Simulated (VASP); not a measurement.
# Be2Se in VASP: a series of runs, part 2 of 2

VASP 6.6.1. Earlier steps stand in the parts before.

### 4 Relaxation of cell and atoms, PBE

This run uses another cell than the first one: it holds 3 atoms, not 6.

Input file INCAR:

```
SYSTEM = Be2Se
PREC     = Accurate       ! precision mode
ENCUT    = 600            ! plane-wave cutoff, eV
EDIFF    = 1E-6           ! SCF threshold, eV
ISMEAR   = 0              ! smearing method
SIGMA    = 0.1            ! smearing width, eV
LREAL    = .False.        ! projectors in reciprocal space
LASPH    = .True.         ! aspherical terms in the spheres
NELM     = 60             ! most SCF steps
ALGO     = Normal         ! electronic algorithm
ISIF     = 3              ! what is computed and relaxed
LWAVE    = .False.        ! write WAVECAR
LCHARG   = .False.        ! write CHGCAR
GGA      = PE             ! functional
IBRION   = 2              ! ionic algorithm
NSW      = 100            ! ionic steps
EDIFFG   = -0.01          ! ionic threshold
```

Input file KPOINTS:

```
regular mesh
0
Gamma
  18 18 10
  0 0 0
```

Input file POSCAR:

```
Be2Se
1.0
    3.4127965277      0.0000000000      0.0000000000
   -1.7063982639      2.9555684910      0.0000000000
    0.0000000000      0.0000000000      4.5707392844
Be Se
2 1
Direct
    0.3333333333      0.6666666667      0.6798947138
    0.6666666667      0.3333333333      0.3921824189
    0.3333333333      0.6666666667      0.1779228674
```

Potentials or basis: VASP PAW PBE potentials, release 64 (Be, Se).

Launch:

```console
$ cat potpaw_PBE.64/Be/POTCAR potpaw_PBE.64/Se/POTCAR > POTCAR
$ mpirun -np 1 vasp_std > vasp.out
```

OUTCAR:

```text
SYSTEM = Be2Se
   PREC = Accurate
   ENCUT = 600
   EDIFF = 1E-6
   ISMEAR = 0
   LREAL = .False.
   LASPH = .True.
   NELM = 60
   ISIF = 3
   GGA = PE
   IBRION = 2
   NSW = 100
   EDIFFG = -0.01

 ion  position               nearest neighbor table
   1  0.333  0.667  0.680-   3 2.28   3 2.29   2 2.37   2 2.37   2 2.37
   2  0.667  0.333  0.392-   3 2.20   3 2.20   3 2.20   1 2.37   1 2.37   1 2.37
   3  0.333  0.667  0.178-   2 2.20   2 2.20   2 2.20   1 2.28   1 2.29

  LATTYP: Found a hexagonal cell.
 ALAT       =     3.4127965277
 C/A-ratio  =     1.3392944019

  Lattice vectors:

 A1 = (   3.4127965277,   0.0000000000,   0.0000000000)
 A2 = (  -1.7063982639,   2.9555684910,   0.0000000000)
 A3 = (   0.0000000000,   0.0000000000,   4.5707392844)

Analysis of symmetry for initial positions (statically):
=====================================================================
 Subroutine PRICEL returns:
 Original cell was already a primitive cell.

 Routine SETGRP: Setting up the symmetry group for a
 hexagonal supercell.

 Subroutine GETGRP returns: Found  6 space group operations
 (whereof  6 operations were pure point group operations)
 out of a pool of 24 trial point group operations.

The static configuration has the point symmetry C_3v.

Analysis of symmetry for dynamics (positions and initial velocities):
=====================================================================
 Subroutine PRICEL returns:
 Original cell was already a primitive cell.

 Routine SETGRP: Setting up the symmetry group for a
 hexagonal supercell.

 Subroutine GETGRP returns: Found  6 space group operations
 (whereof  6 operations were pure point group operations)
 out of a pool of 24 trial point group operations.

The dynamic configuration has the point symmetry C_3v.

 Subroutine INISYM returns: Found  6 space group operations
 (whereof  6 operations are pure point group operations),
 and found     1 'primitive' translations

[... 131 lines left out ...]
  volume of cell :       46.10
 maximum number of plane-waves:      1560
   NGX = 13   NGY = 13   NGZ = 19

--------------------------------------- Ionic step        1  -------------------------------------------

 number of electron      10.0000000 magnetization

 Free energy of the ion-electron system (eV)
  ---------------------------------------------------
  ext. energy  EPLUGINS =         0.00000000
  ---------------------------------------------------
  free energy    TOTEN  =       -10.61757487 eV

  energy without entropy =      -10.61554631  energy(sigma->0) =      -10.61656059

------------------------ aborting loop because EDIFF is reached ----------------------------------------

  FORCE on cell =-STRESS in cart. coord.  units (eV):
  Direction    XX          YY          ZZ          XY          YZ          ZX
  --------------------------------------------------------------------------------------
  -------------------------------------------------------------------------------------
  Total        0.0018672      0.0018672     -0.0023248     -0.0000000      0.0000000     -0.0000000
  in kB        0.0648892      0.0648892     -0.0807913     -0.0000000      0.0000000     -0.0000000
  external PRESSURE =       0.0163290 kB  Pullay stress =       0.0000000 kB
[... 98 lines left out ...]
--------------------------------------- Ionic step        4  -------------------------------------------

 number of electron      10.0000000 magnetization

 Free energy of the ion-electron system (eV)
  ---------------------------------------------------
  ext. energy  EPLUGINS =         0.00000000
  ---------------------------------------------------
  free energy    TOTEN  =       -10.61796210 eV

  energy without entropy =      -10.61595227  energy(sigma->0) =      -10.61695719

 E-fermi :   4.4696     XC(G=0):  -9.4294

 val. band max:        4.4638189753   @ k =   0.0000   0.1111   0.4000
 cond. band min:       4.4789095111   @ k =   0.0556   0.0556   0.4000
 fundamental gap:      0.0150905358
 Fermi energy:         4.4696048126

 k-point     1 :       0.0000    0.0000    0.0000
  band No.  band energies     occupation
      1     -10.9797      2.00000
      2      -1.9381      2.00000
      3       0.6039      2.00000
      4       2.8855      2.00000
      5       2.8855      2.00000
      6       8.5295      0.00000
      7       9.1948      0.00000
      8       9.1948      0.00000
      9      11.1441      0.00000
[... 265 lines left out ...]
 k-point    24 :       0.3889    0.1111    0.0000
  band No.  band energies     occupation
      1      -9.6009      2.00000
      2      -2.5033      2.00000
      3      -0.7770      2.00000
      4       0.5382      2.00000
      5       3.3233      2.00000
      6       5.0728      0.00000
      7       8.0917      0.00000
      8       8.4330      0.00000
      9       8.7468      0.00000

 [... further k-points ...]

------------------------ aborting loop because EDIFF is reached ----------------------------------------

  FORCE on cell =-STRESS in cart. coord.  units (eV):
  Direction    XX          YY          ZZ          XY          YZ          ZX
  --------------------------------------------------------------------------------------
  -------------------------------------------------------------------------------------
  Total       -0.0008109     -0.0008109      0.0061962      0.0000000      0.0000000      0.0000000
  in kB       -0.0282148     -0.0282148      0.2155826      0.0000000      0.0000000      0.0000000
  external PRESSURE =       0.0530510 kB  Pullay stress =       0.0000000 kB
[... 18 lines left out ...]
  FREE ENERGIE OF THE ION-ELECTRON SYSTEM (eV)
  ---------------------------------------------------
  free  energy   TOTEN  =       -10.6179620982 eV

  energy  without entropy=      -10.6159522734  energy(sigma->0) =      -10.61695719

 reached required accuracy - stopping structural energy minimisation
```

OSZICAR:

```text
N       E                     dE             d eps       ncg     rms          rms(c)
DAV:   1     0.307776475721E+02    0.30778E+02   -0.46558E+03  5940   0.103E+03
DAV:   2    -0.909182327579E+01   -0.39869E+02   -0.38511E+02  8276   0.146E+02
[... 21 lines left out ...]
   3 F= -.10617926E+02 E0= -.10616923E+02  d E =-.351317E-03
       N       E                     dE             d eps       ncg     rms          rms(c)
DAV:   1    -0.106179985383E+02   -0.71800E-04   -0.11897E-03  6125   0.239E-01    0.313E-02
DAV:   2    -0.106179662007E+02    0.32338E-04   -0.86421E-05  7999   0.644E-02    0.126E-02
DAV:   3    -0.106179619893E+02    0.42114E-05   -0.28661E-05  7292   0.312E-02    0.463E-03
DAV:   4    -0.106179620982E+02   -0.10891E-06   -0.10310E-06  3730   0.716E-03
   4 F= -.10617962E+02 E0= -.10616957E+02  d E =-.359124E-04
```

Run time: 2.6 min. Hardware: 1 thread of Intel Xeon 6975P-C (Granite Rapids), shared host; peak memory 0.34 GiB.

Results:

* Free energy: -10.6180 eV
* Relaxed volume: 15.35 Å³/atom
* Relaxed cell: a = 3.412 Å, b = 3.412 Å, c = 4.568 Å, α = 90.00°, β = 90.00°, γ = 120.00°
* Space group after relaxing (to 0.1 Å): P3m1 (No. 156)
* Energy gained by relaxing: 0.1 meV/atom
* Ionic steps: 4
* Pressure after relaxing: 0.0 GPa
* Largest force after relaxing: 0.008 eV/Å
* Band gap on the k mesh: zero (bands 5 and 6 overlap by 1.64 eV)

Forces in eV/Å, atoms in the order of the input:
```
Be   0.000  0.000  0.006
Be   0.000  0.000 -0.008
Se   0.000  0.000  0.002
```

The path:
```tsv
step	energy change (eV)	largest force (eV/Å)	pressure (GPa)	volume (Å³)
1	0.0000	0.0819	0.00	46.10
2	-0.0003	0.0251	-0.07	46.10
3	-0.0004	0.0194	-0.08	46.11
4	-0.0004	0.0080	0.01	46.05
```

Final structure:
```yaml
crystal:
  lattice:
    - [3.41171, 0.00000, 0.00000]
    - [-1.70585, 2.95462, 0.00000]
    - [0.00000, 0.00000, 4.56821]
  atoms:
    - { symbol: Be, position: [0.33333, 0.66667, 0.68100] }
    - { symbol: Be, position: [0.66667, 0.33333, 0.39223] }
    - { symbol: Se, position: [0.33333, 0.66667, 0.17677] }
```

Levels at points of the mesh, in eV from the Fermi level:
| k point | band 3 | band 4 | band 5 | band 6 | band 7 | band 8 |
| --- | --- | --- | --- | --- | --- | --- |
| (0.00, 0.00, 0.00) | -3.87 | -1.58 | -1.58 | 4.06 | 4.73 | 4.73 |
| (0.50, 0.00, 0.00) | -5.24 | -3.31 | -0.96 | 0.03 | 3.21 | 3.43 |
| (0.00, 0.00, 0.50) | -1.33 | -1.33 | 0.81 | 2.92 | 4.07 | 4.07 |
| (0.50, 0.00, 0.50) | -6.01 | -3.02 | -2.62 | 2.59 | 3.35 | 3.41 |

### 5 Summary

```tsv
task	cell	k mesh	cutoff (eV)	gap on the mesh (eV)	pressure (GPa)	largest force (eV/Å)
single point	a = 3.413, b = 3.413, c = 9.141 Å, angles 90.0, 90.0, 60.0°, 6 atoms, atomic positions A	6 × 6 × 2	520	none	0.1	0.01
single point	a = 3.409, b = 3.409, c = 4.566 Å, angles 90.0, 90.0, 120.0°, 3 atoms, atomic positions B	18 × 18 × 10	520	none	0.2	0.02
relaxation of cell and atoms	relaxed from a = 3.413, b = 3.413, c = 4.571 Å, angles 90.0, 90.0, 120.0°, 3 atoms, atomic positions C	18 × 18 × 10	600	none	0.0	0.01
```

Alike in all rows: level PBE; potentials or basis VASP PAW PBE potentials, release 64 (Be, Se); no spin polarisation; smearing gaussian 0.1 eV.

Absolute energies hang on the potentials; compare differences alone.

The gap in the log of VASP goes by the Fermi energy; the results here count the filled bands.